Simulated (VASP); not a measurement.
# Tl (Fd-3m) in VASP: a series of runs

The runs below take Tl through single point, with PBE.

All numbers are computed with VASP 6.6.1; they aren't measurements. Logs are shortened: lines on timing, memory, paths and dates and some standing lists are left out, and cuts for length are marked.

## (1) The cell of the first run

The structure is cubic, space group Fd-3m (No. 227). The conventional cell has a = 7.120 Å, b = 7.120 Å, c = 7.120 Å, α = 90.00°, β = 90.00°, γ = 90.00°. Within 4.1 Å of Tl (site symmetry -43m) lie 4 Tl at 3.08 Å.

This isn't the form of Tl at room conditions, which is hcp.

## (2) Single point, PBE

INCAR

```
SYSTEM = Tl
  ALGO = Normal
  EDIFF = 1E-7
  ENCUT = 520
  GGA = PE
  ISIF = 2
  ISMEAR = -1
  LASPH = .True.
  LCHARG = .True.
  LELF = .True.
  LREAL = .False.
  LVHAR = .True.
  LWAVE = .False.
  NBANDS = 20
  NELM = 80
  PREC = Accurate
  SIGMA = 0.05
```

KPOINTS

```
k-points
0
Gamma
  10 10 10
  0 0 0
```

POSCAR

```
Tl
1.0
    0.0000000000      3.5601462723      3.5601462723
    3.5601462723      0.0000000000      3.5601462723
    3.5601462723      3.5601462723      0.0000000000
Tl
2
Direct
   -0.1250000000     -0.1250000000     -0.1250000000
    0.1250000000      0.1250000000      0.1250000000
```

Potentials or basis: VASP PAW PBE potentials, release 64 (Tl_d).

Run with:

```console
cat potpaw_PBE.64/Tl_d/POTCAR > POTCAR
mpirun -np 1 vasp_std > vasp.out
```

OUTCAR:

```text
SYSTEM = Tl
   EDIFF = 1E-7
   ENCUT = 520
   GGA = PE
   ISIF = 2
   ISMEAR = -1
   LASPH = .True.
   LREAL = .False.
   NELM = 80
   PREC = Accurate

 ion  position               nearest neighbor table
   1  0.875  0.875  0.875-   2 3.08   2 3.08   2 3.08   2 3.08
   2  0.125  0.125  0.125-   1 3.08   1 3.08   1 3.08   1 3.08

  LATTYP: Found a face centered cubic cell.
 ALAT       =     7.1202925446

  Lattice vectors:

 A1 = (   0.0000000000,   3.5601462723,   3.5601462723)
 A2 = (   3.5601462723,   0.0000000000,   3.5601462723)
 A3 = (   3.5601462723,   3.5601462723,   0.0000000000)

Analysis of symmetry for initial positions (statically):
=====================================================================
 Subroutine PRICEL returns:
 Original cell was already a primitive cell.

 Routine SETGRP: Setting up the symmetry group for a
 face centered cubic supercell.

 Subroutine GETGRP returns: Found 48 space group operations
 (whereof 12 operations were pure point group operations)
 out of a pool of 48 trial point group operations.

The static configuration has the point symmetry D_3d.
 The point group associated with its full space group is O_h .

Analysis of symmetry for dynamics (positions and initial velocities):
=====================================================================
 Subroutine PRICEL returns:
 Original cell was already a primitive cell.

 Routine SETGRP: Setting up the symmetry group for a
 face centered cubic supercell.

 Subroutine GETGRP returns: Found 48 space group operations
 (whereof 12 operations were pure point group operations)
 out of a pool of 48 trial point group operations.

The dynamic configuration has the point symmetry D_3d.
 The point group associated with its full space group is O_h .

 Subroutine INISYM returns: Found 48 space group operations
 (whereof 12 operations are pure point group operations),
 and found     1 'primitive' translations

----------------------------------------------------------------------------------------

                                     Primitive cell

  volume of cell :      90.2472

  direct lattice vectors                    reciprocal lattice vectors
     0.000000000  3.560146272  3.560146272    -0.140443668  0.140443668  0.140443668
     3.560146272  0.000000000  3.560146272     0.140443668 -0.140443668  0.140443668
     3.560146272  3.560146272  0.000000000     0.140443668  0.140443668 -0.140443668

  length of vectors
     5.034807142  5.034807142  5.034807142     0.243255568  0.243255568  0.243255568

  position of ions in fractional coordinates (direct lattice)
     0.875000000  0.875000000  0.875000000
     0.125000000  0.125000000  0.125000000

  ion indices of the primitive-cell ions
   primitive index   ion index
                 1           1
                 2           2

----------------------------------------------------------------------------------------

 KPOINTS: k-points

Automatic generation of k-mesh.
 Grid dimensions read from file:
 generate k-points for:   10   10   10

 Generating k-lattice:

  Cartesian coordinates                     Fractional coordinates (reciprocal lattice)
    -0.014044367  0.014044367  0.014044367     0.100000000  0.000000000  0.000000000
     0.014044367 -0.014044367  0.014044367     0.000000000  0.100000000  0.000000000
     0.014044367  0.014044367 -0.014044367     0.000000000  0.000000000  0.100000000

  Length of vectors
     0.024325557  0.024325557  0.024325557

  Shift w.r.t. Gamma in fractional coordinates (k-lattice)
     0.000000000  0.000000000  0.000000000

 Subroutine IBZKPT returns following result:
 ===========================================

 Found     47 irreducible k-points:

 Following reciprocal coordinates:
            Coordinates               Weight
  0.000000  0.000000  0.000000      1.000000
  0.100000  0.000000  0.000000      8.000000
  0.200000  0.000000  0.000000      8.000000
  0.300000  0.000000  0.000000      8.000000
  0.400000  0.000000  0.000000      8.000000
  0.500000  0.000000  0.000000      4.000000
[... 16 lines left out ...]
  0.300000  0.300000  0.000000      6.000000
  0.400000  0.300000  0.000000     24.000000
 [... further k-points ...]
   k-points           NKPTS =     47   k-points in BZ     NKDIM =     47   number of bands    NBANDS=     20
   number of dos      NEDOS =    301   number of ions     NIONS =      2
   total plane-waves  NPLWV =  64000
   dimension x,y,z NGX =    40 NGY =   40 NGZ =   40
   dimension x,y,z NGXF=    80 NGYF=   80 NGZF=   80
   ions per type =               2
   NGX,Y,Z   is equivalent  to a cutoff of  13.21, 13.21, 13.21 a.u.
   NGXF,Y,Z  is equivalent  to a cutoff of  26.42, 26.42, 26.42 a.u.
 SYSTEM =  Tl
   PREC   = accura    normal or accurate (medium, high low for compatibility)
   ISTART =      0    job   : 0-new  1-cont  2-samecut
   ICHARG =      2    charge: 1-file 2-atom 10-const
   ISPIN  =      1    spin polarized calculation?
   LNONCOLLINEAR =      F non collinear calculations
   LSORBIT =      F    spin-orbit coupling
   LASPH  =      T    aspherical Exc in radial PAW
   ENCUT  =  520.0 eV  38.22 Ry    6.18 a.u.   9.36  9.36  9.36*2*pi/ulx,y,z
   NELM   =     80;   NELMIN=  2; NELMDL= -5     # of ELM steps
   EDIFF  = 0.1E-06   stopping-criterion for ELM
   LREAL  =      F    real-space projection
   EDIFFG = 0.1E-05   stopping-criterion for IOM
   NSW    =      0    number of steps for IOM
   IBRION =     -1    ionic relax: 0-MD 1-quasi-New 2-CG
   NFREE  =      0    steps in history (QN), initial steepest desc. (CG)
   ISIF   =      2    stress and relaxation
   ISYM   =      2    0-nonsym 1-usesym 2-fastsym
   POTIM  = 0.5000    time-step for ionic-motion
   TEBEG  =    0.0;   TEEND  =   0.0 temperature during run
   PSTRESS=    0.0 pullay stress
   NELECT =      26.0000    total number of electrons
   NUPDOWN=      -1.0000    fix difference up-down
   EMIN   =  10.00;   EMAX   =-10.00  energy-range for DOS
   EFERMI =   0.00;   METHOD = LEGACY
   ISMEAR =    -1;   SIGMA  =   0.05  broadening in eV -4-tet -1-fermi 0-gaus
   EFERMI_NEDOS =   21; number of points for ismear=-14 and -15
   IALGO  =     38    algorithm
   IMIX   =      4    mixing-type and parameters
     AMIX     =   0.40;   BMIX     =  1.00
     AMIX_MAG =   1.60;   BMIX_MAG =  1.00
  volume/ion in A,a.u.               =      45.12       304.51
  Fermi-wavevector in a.u.,A,eV,Ry     =   1.081238  2.043244 15.906250  1.169076
  Thomas-Fermi vector in A             =   2.217250
   LORBIT       =      0    0 simple, 1 ext, 2 COOP (PROOUT), +10 PAW based schemes
   GGA     = PE    functional components
   LHFCALC =     F    Hartree Fock is set to
   AEXX    =    0.0000 exact exchange contribution
   IVDW    =     0    specifies the selected vdW correction
   LEPSILON=     F    determine dielectric tensor
   LRPA    =     F    only Hartree local field effects (RPA)
 non-spin polarized calculation
  energy-cutoff  :      520.00
  volume of cell :       90.25
 maximum number of plane-waves:      2454
 NGX is ok and might be reduce to    40
   NGX = 19   NGY = 19   NGZ = 19

 number of electron      26.0000002 magnetization

 Free energy of the ion-electron system (eV)
  ---------------------------------------------------
  ext. energy  EPLUGINS =         0.00000000
  ---------------------------------------------------
  free energy    TOTEN  =        -3.71357080 eV

  energy without entropy =       -3.70034216  energy(sigma->0) =       -3.70695648

 E-fermi :   2.7018     XC(G=0):  -7.8289

 val. band max:        2.6257717498   @ k =  -0.4000   0.4000   0.0000
 cond. band min:       2.7438585066   @ k =  -0.3000   0.1000   0.0000
 fundamental gap:      0.1180867568
 Fermi energy:         2.7017895843

 k-point     1 :       0.0000    0.0000    0.0000
  band No.  band energies     occupation
      1      -9.1206      2.00000
      2      -9.1206      2.00000
      3      -9.1206      2.00000
      4      -9.0497      2.00000
      5      -9.0497      2.00000
      6      -8.5541      2.00000
[... 12 lines left out ...]
     19       7.4845      0.00000
     20      11.1620      0.00000

 k-point     2 :       0.1000    0.0000    0.0000
  band No.  band energies     occupation
      1      -9.1351      2.00000
      2      -9.1351      2.00000
      3      -9.1193      2.00000
      4      -9.0296      2.00000
      5      -9.0296      2.00000
      6      -8.5687      2.00000
[... 12 lines left out ...]
     19       8.2545      0.00000
     20      10.7563      0.00000

 k-point     3 :       0.2000    0.0000    0.0000
  band No.  band energies     occupation
      1      -9.1552      2.00000
      2      -9.1552      2.00000
      3      -9.1156      2.00000
      4      -8.9956      2.00000
      5      -8.9956      2.00000
      6      -8.5927      2.00000
[... 12 lines left out ...]
     19       9.1695      0.00000
     20      10.5433      0.00000

 k-point     4 :       0.3000    0.0000    0.0000
  band No.  band energies     occupation
      1      -9.1675      2.00000
      2      -9.1675      2.00000
      3      -9.1111      2.00000
      4      -8.9695      2.00000
      5      -8.9695      2.00000
      6      -8.6219      2.00000
[... 12 lines left out ...]
     19       9.0419      0.00000
     20      10.7638      0.00000

 k-point     5 :       0.4000    0.0000    0.0000
  band No.  band energies     occupation
      1      -9.1721      2.00000
      2      -9.1721      2.00000
      3      -9.1073      2.00000
      4      -8.9568      2.00000
      5      -8.9568      2.00000
      6      -8.6467      2.00000
[... 12 lines left out ...]
     19       9.7479      0.00000
     20      11.4026      0.00000
[... 353 lines left out ...]
      6      -8.7072      2.00000
[... 12 lines left out ...]
     19      10.4119      0.00000
     20      10.6246      0.00000

 k-point    22 :      -0.2000    0.2000    0.0000
  band No.  band energies     occupation
      1      -9.1895      2.00000
      2      -9.1843      2.00000
      3      -9.0789      2.00000
      4      -8.9744      2.00000
      5      -8.9139      2.00000
      6      -8.6751      2.00000
[... 12 lines left out ...]
     19      10.0414      0.00000
     20      10.6568      0.00000

 k-point    23 :       0.3000    0.3000    0.0000
  band No.  band energies     occupation
      1      -9.1691      2.00000
      2      -9.1691      2.00000
      3      -9.1480      2.00000
      4      -8.9331      2.00000
      5      -8.8420      2.00000
      6      -8.8398      2.00000
[... 12 lines left out ...]
     19       9.4434      0.00000
     20      11.4518      0.00000

 k-point    24 :       0.4000    0.3000    0.0000
  band No.  band energies     occupation
      1      -9.1950      2.00000
      2      -9.1789      2.00000
      3      -9.1126      2.00000
      4      -8.8965      2.00000
      5      -8.8833      2.00000
      6      -8.8032      2.00000
[... 12 lines left out ...]
     19      10.9442      0.00000
     20      12.0078      0.00000

 [... further k-points ...]

------------------------ aborting loop because EDIFF is reached ----------------------------------------

  FORCE on cell =-STRESS in cart. coord.  units (eV):
  Direction    XX          YY          ZZ          XY          YZ          ZX
  --------------------------------------------------------------------------------------
  -------------------------------------------------------------------------------------
  Total       -0.0281528     -0.0281528     -0.0281528      0.0000000     -0.0000000     -0.0000000
  in kB       -0.4998024     -0.4998024     -0.4998024      0.0000000     -0.0000000     -0.0000000
  external PRESSURE =      -0.4998024 kB  Pullay stress =       0.0000000 kB

 VOLUME and BASIS-vectors are now :
 -----------------------------------------------------------------------------
  energy-cutoff  :      520.00
  volume of cell :       90.25
      direct lattice vectors                 reciprocal lattice vectors
     0.000000000  3.560146272  3.560146272    -0.140443668  0.140443668  0.140443668
     3.560146272  0.000000000  3.560146272     0.140443668 -0.140443668  0.140443668
     3.560146272  3.560146272  0.000000000     0.140443668  0.140443668 -0.140443668

 POSITION                                       TOTAL-FORCE (eV/Angst)
 -----------------------------------------------------------------------------------
      6.23026      6.23026      6.23026         0.000000     -0.000000     -0.000000
      0.89004      0.89004      0.89004        -0.000000      0.000000      0.000000
 -----------------------------------------------------------------------------------
    total drift:                                0.000000      0.000000     -0.000000

  FREE ENERGIE OF THE ION-ELECTRON SYSTEM (eV)
  ---------------------------------------------------
  free  energy   TOTEN  =        -3.7135707951 eV

  energy  without entropy=       -3.7003421627  energy(sigma->0) =       -3.70695648
```

It took 2.3 min on 1 thread of AMD EPYC 7R13, shared host; peak memory 0.24 GiB.

What came out:

* Free energy: -3.7136 eV
* Pressure: 0.0 GPa
* Band gap on the k mesh: zero (bands 13 and 14 overlap by 2.93 eV)

Levels at points of the mesh, in eV from the Fermi level:
```
           k point  band 10  band 11  band 12  band 13  band 14  band 15  band 16  band 17
(0.00, 0.00, 0.00)   -11.19    -8.57    -1.51     2.15     2.15     2.15     3.82     3.82
(0.50, 0.00, 0.00)   -11.14    -7.18    -4.74     0.65     0.97     0.97     4.80     4.80
(0.50, 0.50, 0.00)   -11.11    -5.95    -5.95    -0.30    -0.30     2.15     2.15     8.45
```

Caveat: spin-orbit coupling is left out, which moves the levels of the heavy elements.

## (3) Single point, PBE (45.12 Å³/atom)

INCAR

```
ALGO = Normal
EDIFF = 1E-7
ENCUT = 520
GGA = PE
ISIF = 2
ISMEAR = -1
LASPH = T
LCHARG = F
LREAL = F
LWAVE = F
NBANDS = 20
NELM = 100
PREC = Accurate
SIGMA = 0.05
```

KPOINTS

```
k-points
0
Gamma
  10 10 10
```

POSCAR is that of step 2.

Potentials or basis: VASP PAW PBE potentials, release 64 (Tl_d).

Run with:

```console
cat potpaw_PBE.64/Tl_d/POTCAR > POTCAR
mpirun -np 1 vasp_std > vasp.out
```

Run time: 2 min. Hardware: 1 thread of AMD EPYC 7R13, shared host; peak memory 0.23 GiB.

Results (log left out):

| Property | Result |
| --- | --- |
| Free energy | -3.7136 eV |
| Pressure | 0.0 GPa |
| Band gap on the k mesh | zero (bands 13 and 14 overlap by 2.93 eV) |

Levels at points of the mesh, in eV from the Fermi level:
```
           k point  band 9  band 10  band 11  band 12  band 13  band 14  band 15  band 16  band 17  band 18
(0.00, 0.00, 0.00)  -11.19   -11.19    -8.57    -1.51     2.15     2.15     2.15     3.82     3.82     3.82
(0.50, 0.00, 0.00)  -11.14   -11.14    -7.18    -4.74     0.65     0.97     0.97     4.80     4.80     5.98
(0.50, 0.50, 0.00)  -11.11   -11.11    -5.95    -5.95    -0.30    -0.30     2.15     2.15     8.45     8.45
```

Caveat: spin-orbit coupling is left out, which moves the levels of the heavy elements.
